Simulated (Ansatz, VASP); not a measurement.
**TiPt3 in VASP and in Ansatz**

INCAR

```
ALGO = Normal ; EDIFF = 1E-8
ENCUT = 520 ; GGA = PS
ISIF = 2 ; ISMEAR = -1
LASPH = T ; LCHARG = F
LEFG = T ; LREAL = F
LWAVE = F ; NBANDS = 29
NELM = 100 ; PREC = Accurate
SIGMA = 0.05
```

Contents of KPOINTS:

```
k-points
0
Gamma
  9 9 9
```

POSCAR

```
TiPt3
1.0
    3.8970000000      0.0000000000      0.0000000000
    0.0000000000      3.8970000000      0.0000000000
    0.0000000000      0.0000000000      3.8190600000
Ti Pt
1 3
Direct
    0.0000000000      0.0000000000      0.0000000000
    0.0000000000      0.5000000000      0.5000000000
    0.5000000000      0.0000000000      0.5000000000
    0.5000000000      0.5000000000      0.0000000000
```

Input for Ansatz:

```yaml
crystal:
  lattice:
    - [3.897, 0.0, 0.0]
    - [0.0, 3.897, 0.0]
    - [0.0, 0.0, 3.81906]
  atoms:
    - { symbol: Ti, position: [0.0, 0.0, 0.0] }
    - { symbol: Pt, position: [0.0, 0.5, 0.5] }
    - { symbol: Pt, position: [0.5, 0.0, 0.5] }
    - { symbol: Pt, position: [0.5, 0.5, 0.0] }
kpoints:
  mp_grid: { grid: [9, 9, 9] }
scf:
  occupations: { method: fermi_dirac, width: 0.05 }
hamiltonian:
  xc: pbesol
  pseudopotentials: { kind: all_electron, datasets: crystal }
output:
  forces: true
  stress: true
  eigenvalues: true
  efg: { contact_densities: true }
```

Change from the starting cell: zz strain of -2 %, crystal datasets.

Alike in both runs: task electric field gradients; functional PBEsol; k mesh 9 × 9 × 9; occupations fermi-dirac, width 0.05 eV; no spin polarisation.

```csv
,VASP,Ansatz
version,VASP 6.6.1,Ansatz 0.2.0
potentials or method,"VASP PAW PBE potentials, release 64 (Ti_sv, Pt), cutoff 520 eV","all-electron PAW with datasets made for the crystal, scalar-relativistic"
```

Ansatz gave:

- pressure (GPa): 6.3
- traceless stress, the component that is largest in VASP (GPa): 2.47
- size of Vzz on the site where it differs most (V/Å²): 78.2

**Question.** Estimate VASP's values.

**Answer.** Pressure (GPa): 6.0; traceless stress, the component that is largest in VASP (GPa): 2.46; size of Vzz on the site where it differs most (V/Å²): 69.5.

VASP's potentials were made for PBE, not for PBEsol. Ansatz ran all-electron here, and VASP with PAW potentials.

Spin-orbit coupling is off throughout.
